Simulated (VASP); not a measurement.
## In4As5: single point with PBE

In4As5, a slab with vacuum:

```xyz
9
Lattice="4.2766 0.0000 0.0000 0.0000 4.2766 0.0000 0.0000 0.0000 32.0960" Properties=species:S:1:pos:R:3 pbc="T T T"
As    0.0000    2.1383   10.0000
As    2.1383    0.0000   13.0240
As    0.0000    2.1383   16.1341
As    2.1383    0.0000   19.3160
As    0.0000    2.1383   22.5449
In    2.1383    2.1383   11.5120
In    0.0000    0.0000   14.5360
In    2.1383    2.1383   17.7323
In    0.0000    0.0000   20.9458
```

- Program: VASP 6.6.1
- Task: single point
- Functional: PBE
- Potentials or basis: VASP PAW PBE potentials, release 64 (As, In_d)
- Cutoff: 520 eV
- k mesh: 6 × 6 × 1
- Occupations: gaussian, width 0.05 eV
- Spin: no spin polarisation

```
Largest force : 0.375 eV/Å
```

Forces in eV/Å, atoms in the order of the input:
```
As   0.000  0.000 -0.324
As   0.000  0.000  0.237
As   0.000  0.000  0.002
As   0.000  0.000  0.005
As   0.000  0.000  0.024
In   0.000  0.000 -0.307
In   0.000  0.000  0.375
In   0.000  0.000 -0.002
In   0.000  0.000 -0.010
```

Levels at points of the mesh, in eV from the Fermi level:
| k point | band 35 | band 36 | band 37 | band 38 | band 39 | band 40 | band 41 | band 42 | band 43 | band 44 |
| --- | --- | --- | --- | --- | --- | --- | --- | --- | --- | --- |
| (0.00, 0.00, 0.00) | -0.48 | 0.10 | 0.16 | 0.24 | 0.95 | 0.99 | 1.40 | 2.15 | 2.42 | 2.52 |
| (0.50, 0.00, 0.00) | -0.62 | -0.54 | -0.42 | -0.24 | -0.07 | 1.11 | 1.85 | 1.96 | 2.65 | 2.92 |
| (0.00, 0.50, 0.00) | -0.60 | -0.40 | -0.37 | -0.26 | -0.17 | 1.18 | 1.81 | 1.92 | 2.63 | 2.93 |
| (0.50, 0.50, 0.00) | -2.00 | -1.91 | -0.74 | -0.63 | -0.47 | -0.40 | 2.38 | 2.48 | 2.73 | 2.74 |

Wall time 14 min on 1 thread of Oxide Virtual Turin-like Processor (shared host), peak memory 0.68 GiB.

Caveat: spin-orbit coupling is left out, which moves the levels of the heavy elements.
